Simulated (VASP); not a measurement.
# HfN (P1) in VASP: single point with PBEsol

Aim: the single point of HfN with PBEsol.

Program: VASP 6.6.1. These are calculated values, not measurements. Logs are shortened: lines on timing, memory, paths and dates and some standing lists are left out, and cuts for length are marked.

## Step 1: The cell of the first run

The typed cell holds 8 atoms: a = 4.573 Å, b = 4.459 Å, c = 4.468 Å, α = 89.53°, β = 89.87°, γ = 90.29°.

## Step 2: Single point, PBEsol (atoms moved at random and the cell strained at random)

The input, INCAR:

```
SYSTEM = HfN
ALGO = Fast
EDIFF = 1E-7
ENCUT = 520
GGA = PS
ISIF = 2
ISMEAR = 0
LASPH = .TRUE.
LCHARG = .FALSE.
LREAL = .FALSE.
LWAVE = .FALSE.
NBANDS = 40
NELM = 100
PREC = Accurate
SIGMA = 0.15
```

The input, KPOINTS:

```
k-points
0
G
  10 10 10
  0 0 0
```

The input, POSCAR:

```
HfN
1.0
    4.5732132017      0.0113907162     -0.0052887300
   -0.0113907162     -4.4586618361     -0.0182029100
    0.0052887300     -0.0182029100     -4.4681138374
Hf N
4 4
Direct
   -0.0053172778      0.5013511766      0.4877027327
    0.4756624174     -0.0130262712      0.5015312119
    0.4978749791      0.5042346012      0.0128611762
   -0.0038770246      0.0232001527      0.0045889120
    0.5111008803     -0.0187425593     -0.0043170428
    0.0152618918      0.5011908465      0.0083560568
   -0.0047047517      0.0166795585      0.5041831396
    0.5139988854      0.4851124950      0.4850938135
```

Potentials or basis: VASP PAW PBE potentials, release 64 (Hf_pv, N).

Launch:

```sh
> cat potpaw_PBE.64/Hf_pv/POTCAR potpaw_PBE.64/N/POTCAR > POTCAR
> mpirun -np 1 vasp_std > vasp.out
```

OUTCAR:

```text
SYSTEM = HfN
   EDIFF = 1E-7
   ENCUT = 520
   GGA = PS
   ISIF = 2
   ISMEAR = 0
   LASPH = .TRUE.
   LREAL = .FALSE.
   NELM = 100
   PREC = Accurate

 ion  position               nearest neighbor table
   1  0.995  0.501  0.488-   6 2.14   7 2.16   8 2.20   7 2.30   6 2.33   8 2.38   4 3.05   2 3.08
                             3 3.11   3 3.13   4 3.13   4 3.16   2 3.19   2 3.22   3 3.26   3 3.29
   2  0.476  0.987  0.502-   7 2.20   5 2.21   8 2.23   8 2.25   5 2.27   7 2.38   1 3.08   3 3.08
                             3 3.13   4 3.13   4 3.14   3 3.16   1 3.19   1 3.22   4 3.25   3 3.26
   3  0.498  0.504  0.013-   8 2.11   5 2.13   6 2.21   5 2.33   8 2.36   6 2.37   2 3.08   1 3.11
                             1 3.13   2 3.13   4 3.13   4 3.14   2 3.16   4 3.24   2 3.26   1 3.26
   4  0.996  0.023  0.005-   6 2.13   5 2.23   7 2.23   7 2.24   6 2.33   5 2.36   1 3.05   2 3.13
                             1 3.13   3 3.13   3 3.14   2 3.14   1 3.16   3 3.24   2 3.25   3 3.27
   5  0.511  0.981  0.996-   3 2.13   2 2.21   4 2.23   2 2.27   3 2.33   4 2.36
   6  0.015  0.501  0.008-   4 2.13   1 2.14   3 2.21   1 2.33   4 2.33   3 2.37
   7  0.995  0.017  0.504-   1 2.16   2 2.20   4 2.23   4 2.24   1 2.30   2 2.38
   8  0.514  0.485  0.485-   3 2.11   1 2.20   2 2.23   2 2.25   3 2.36   1 2.38

  LATTYP: Found a triclinic cell.
 ALAT       =     4.4587135435
 B/A-ratio  =     1.4214711967
 C/A-ratio  =     1.0256838437
 COS(alpha) =     0.0019035291
 COS(beta)  =     0.0050406868
 COS(gamma) =     0.7092444975

  Lattice vectors:

 A1 = (   0.0113907162,   4.4586618361,   0.0182029100)
 A2 = (   0.0061019862,   4.4768647461,   4.4863167474)
 A3 = (   4.5732132017,   0.0113907162,  -0.0052887300)

Analysis of symmetry for initial positions (statically):
=====================================================================
 Subroutine PRICEL returns:
 Original cell was already a primitive cell.

 Routine SETGRP: Setting up the symmetry group for a
 triclinic supercell.

 Subroutine GETGRP returns: Found  1 space group operations
 (whereof  1 operations were pure point group operations)
 out of a pool of  2 trial point group operations.

The static configuration has the point symmetry C_1 .

Analysis of symmetry for dynamics (positions and initial velocities):
=====================================================================
 Subroutine PRICEL returns:
 Original cell was already a primitive cell.

 Routine SETGRP: Setting up the symmetry group for a
 triclinic supercell.

 Subroutine GETGRP returns: Found  1 space group operations
 (whereof  1 operations were pure point group operations)
 out of a pool of  2 trial point group operations.

The dynamic configuration has the point symmetry C_1 .

 Subroutine INISYM returns: Found  1 space group operations
 (whereof  1 operations are pure point group operations),
 and found     1 'primitive' translations

----------------------------------------------------------------------------------------

                                     Primitive cell

  volume of cell :      91.1045

  direct lattice vectors                    reciprocal lattice vectors
     4.573213202  0.011390716 -0.005288730     0.218666332 -0.000559701  0.000261107
    -0.011390716 -4.458661836 -0.018202910     0.000559701 -0.224287703  0.000914401
     0.005288730 -0.018202910 -4.468113837    -0.000261107  0.000914401 -0.223812119

  length of vectors
     4.573230445  4.458713544  4.468154046     0.218667204  0.224290265  0.223814139

  position of ions in fractional coordinates (direct lattice)
     0.994682722  0.501351177  0.487702733
     0.475662417  0.986973729  0.501531212
     0.497874979  0.504234601  0.012861176
     0.996122975  0.023200153  0.004588912
     0.511100880  0.981257441  0.995682957
     0.015261892  0.501190847  0.008356057
     0.995295248  0.016679559  0.504183140
     0.513998885  0.485112495  0.485093814

  ion indices of the primitive-cell ions
   primitive index   ion index
                 1           1
                 2           2
                 3           3
                 4           4
                 5           5
                 6           6
                 7           7
                 8           8

----------------------------------------------------------------------------------------

 KPOINTS: k-points

Automatic generation of k-mesh.
 Grid dimensions read from file:
 generate k-points for:   10   10   10

 Generating k-lattice:

  Cartesian coordinates                     Fractional coordinates (reciprocal lattice)
     0.021866633 -0.000055970  0.000026111     0.100000000 -0.000000000  0.000000000
     0.000055970 -0.022428770  0.000091440    -0.000000000  0.100000000  0.000000000
    -0.000026111  0.000091440 -0.022381212     0.000000000  0.000000000  0.100000000

  Length of vectors
     0.021866720  0.022429026  0.022381414

  Shift w.r.t. Gamma in fractional coordinates (k-lattice)
     0.000000000  0.000000000  0.000000000

 Subroutine IBZKPT returns following result:
 ===========================================

 Found    504 irreducible k-points:

 Following reciprocal coordinates:
            Coordinates               Weight
  0.000000  0.000000  0.000000      1.000000
  0.100000 -0.000000 -0.000000      2.000000
  0.200000 -0.000000 -0.000000      2.000000
  0.300000  0.000000 -0.000000      2.000000
  0.400000 -0.000000 -0.000000      2.000000
  0.500000 -0.000000  0.000000      1.000000
[... 16 lines left out ...]
 -0.400000  0.200000  0.000000      2.000000
 -0.300000  0.200000 -0.000000      2.000000
 [... further k-points ...]
   k-points           NKPTS =    504   k-points in BZ     NKDIM =    504   number of bands    NBANDS=     40
   number of dos      NEDOS =    301   number of ions     NIONS =      8
   total plane-waves  NPLWV =  46656
   dimension x,y,z NGX =    36 NGY =   36 NGZ =   36
   dimension x,y,z NGXF=    72 NGYF=   72 NGZF=   72
   ions per type =               4   4
   NGX,Y,Z   is equivalent  to a cutoff of  13.09, 13.42, 13.39 a.u.
   NGXF,Y,Z  is equivalent  to a cutoff of  26.17, 26.85, 26.79 a.u.
 SYSTEM =  HfN
   PREC   = accura    normal or accurate (medium, high low for compatibility)
   ISTART =      0    job   : 0-new  1-cont  2-samecut
   ICHARG =      2    charge: 1-file 2-atom 10-const
   ISPIN  =      1    spin polarized calculation?
   LNONCOLLINEAR =      F non collinear calculations
   LSORBIT =      F    spin-orbit coupling
   LASPH  =      T    aspherical Exc in radial PAW
   ENCUT  =  520.0 eV  38.22 Ry    6.18 a.u.   8.50  8.29  8.31*2*pi/ulx,y,z
   NELM   =    100;   NELMIN=  2; NELMDL= -5     # of ELM steps
   EDIFF  = 0.1E-06   stopping-criterion for ELM
   LREAL  =      F    real-space projection
   EDIFFG = 0.1E-05   stopping-criterion for IOM
   NSW    =      0    number of steps for IOM
   IBRION =     -1    ionic relax: 0-MD 1-quasi-New 2-CG
   NFREE  =      0    steps in history (QN), initial steepest desc. (CG)
   ISIF   =      2    stress and relaxation
   ISYM   =      2    0-nonsym 1-usesym 2-fastsym
   POTIM  = 0.5000    time-step for ionic-motion
   TEBEG  =    0.0;   TEEND  =   0.0 temperature during run
   PSTRESS=    0.0 pullay stress
   NELECT =      60.0000    total number of electrons
   NUPDOWN=      -1.0000    fix difference up-down
   EMIN   =  10.00;   EMAX   =-10.00  energy-range for DOS
   EFERMI =   0.00;   METHOD = LEGACY
   ISMEAR =     0;   SIGMA  =   0.15  broadening in eV -4-tet -1-fermi 0-gaus
   EFERMI_NEDOS =   21; number of points for ismear=-14 and -15
   IALGO  =     68    algorithm
   IMIX   =      4    mixing-type and parameters
     AMIX     =   0.40;   BMIX     =  1.00
     AMIX_MAG =   1.60;   BMIX_MAG =  1.00
  volume/ion in A,a.u.               =      11.39        76.85
  Fermi-wavevector in a.u.,A,eV,Ry     =   1.424335  2.691602 27.602537  2.028729
  Thomas-Fermi vector in A             =   2.544837
   LORBIT       =      0    0 simple, 1 ext, 2 COOP (PROOUT), +10 PAW based schemes
   GGA     = PS    functional components
   LHFCALC =     F    Hartree Fock is set to
   AEXX    =    0.0000 exact exchange contribution
   IVDW    =     0    specifies the selected vdW correction
   LEPSILON=     F    determine dielectric tensor
   LRPA    =     F    only Hartree local field effects (RPA)
 non-spin polarized calculation
 RMM-DIIS sequential band-by-band and
 Gauss-broadening in eV      SIGMA  =   0.15
  energy-cutoff  :      520.00
  volume of cell :       91.10
 maximum number of plane-waves:      2476
 NGX is ok and might be reduce to    36
   NGX = 17   NGY = 17   NGZ = 17

 number of electron      60.0000000 magnetization

 Free energy of the ion-electron system (eV)
  ---------------------------------------------------
  ext. energy  EPLUGINS =         0.00000000
  ---------------------------------------------------
  free energy    TOTEN  =       -91.34138417 eV

  energy without entropy =      -91.31214865  energy(sigma->0) =      -91.32676641

 E-fermi :   8.3063     XC(G=0): -12.9466

 val. band max:        8.3046923613   @ k =  -0.0000   0.4000   0.0000
 cond. band min:       8.3066480003   @ k =   0.1000   0.0000   0.4000
 fundamental gap:      0.0019556390
 Fermi energy:         8.3062676263

 k-point     1 :       0.0000    0.0000    0.0000
  band No.  band energies     occupation
      1     -23.5541      2.00000
      2     -23.5476      2.00000
      3     -23.5350      2.00000
      4     -23.0626      2.00000
      5     -23.0513      2.00000
      6     -23.0276      2.00000
[... 32 lines left out ...]
     39      12.4387      0.00000
     40      12.5262      0.00000

 k-point     2 :       0.1000   -0.0000   -0.0000
  band No.  band energies     occupation
      1     -23.5395      2.00000
      2     -23.5358      2.00000
      3     -23.5238      2.00000
      4     -23.0796      2.00000
      5     -23.0661      2.00000
      6     -23.0300      2.00000
[... 935 lines left out ...]
     39      12.2902      0.00000
     40      12.4174      0.00000

 k-point    24 :      -0.3000    0.2000   -0.0000
  band No.  band energies     occupation
      1     -23.4609      2.00000
      2     -23.4334      2.00000
      3     -23.3995      2.00000
      4     -23.2785      2.00000
      5     -23.1301      2.00000
      6     -23.0477      2.00000
[... 32 lines left out ...]
     39      12.7246      0.00000
     40      13.0484      0.00000

 [... further k-points ...]

------------------------ aborting loop because EDIFF is reached ----------------------------------------

  FORCE on cell =-STRESS in cart. coord.  units (eV):
  Direction    XX          YY          ZZ          XY          YZ          ZX
  --------------------------------------------------------------------------------------
  -------------------------------------------------------------------------------------
  Total       -3.0098941      3.3938234      2.5207693     -0.3299389     -0.4290717      0.0141851
  in kB      -52.9324715     59.6843136     44.3306460     -5.8023571     -7.5457226      0.2494617
  external PRESSURE =      17.0274960 kB  Pullay stress =       0.0000000 kB

 VOLUME and BASIS-vectors are now :
 -----------------------------------------------------------------------------
  energy-cutoff  :      520.00
  volume of cell :       91.10
      direct lattice vectors                 reciprocal lattice vectors
     4.573213202  0.011390716 -0.005288730     0.218666332 -0.000559701  0.000261107
    -0.011390716 -4.458661836 -0.018202910     0.000559701 -0.224287703  0.000914401
     0.005288730 -0.018202910 -4.468113837    -0.000261107  0.000914401 -0.223812119

 POSITION                                       TOTAL-FORCE (eV/Angst)
 -----------------------------------------------------------------------------------
      4.54576     -2.23290     -2.19350         0.616554     -0.487522     -1.434472
      2.16672     -4.40429     -2.26138         1.633584     -0.564678      0.150724
      2.27121     -2.24277     -0.06928         0.520922      1.019847      1.706497
      4.55524     -0.09218     -0.02619         0.456784      1.917516      0.359095
      2.33146     -4.38740     -4.46939        -0.768870     -1.421330     -0.402839
      0.06413     -2.23462     -0.04654        -1.015347     -0.773648      0.819212
      4.55417     -0.07221     -2.25832        -0.481600      0.849606      0.151180
      2.34767     -2.16593     -2.17900        -0.962027     -0.539791     -1.349397
 -----------------------------------------------------------------------------------
    total drift:                                0.000123     -0.000092     -0.000250

  FREE ENERGIE OF THE ION-ELECTRON SYSTEM (eV)
  ---------------------------------------------------
  free  energy   TOTEN  =       -91.3413841692 eV

  energy  without entropy=      -91.3121486540  energy(sigma->0) =      -91.32676641
```

Run time: 44 min. Hardware: 1 thread of Oxide Virtual Turin-like, shared host; peak memory 1.2 GiB.

Results:

```
Free energy            : -91.3414 eV
Pressure               : 1.7 GPa
Largest force          : 2.055 eV/Å
Band gap on the k mesh : zero (bands 30 and 31 overlap by 5.86 eV)
```

Forces in eV/Å, atoms in the order of the input:
```
Hf   0.617 -0.488 -1.434
Hf   1.634 -0.565  0.151
Hf   0.521  1.020  1.706
Hf   0.457  1.918  0.359
N   -0.769 -1.421 -0.403
N   -1.015 -0.774  0.819
N   -0.482  0.850  0.151
N   -0.962 -0.540 -1.349
```

Caveat: the cell differs from its parent crystal (atoms moved at random and the cell strained at random); the stress differs along the axes, from -5 to 6 GPa; the PAW data sets were made with another functional, which shifts forces and pressure a little; spin-orbit coupling is left out, which moves the levels of the heavy elements.
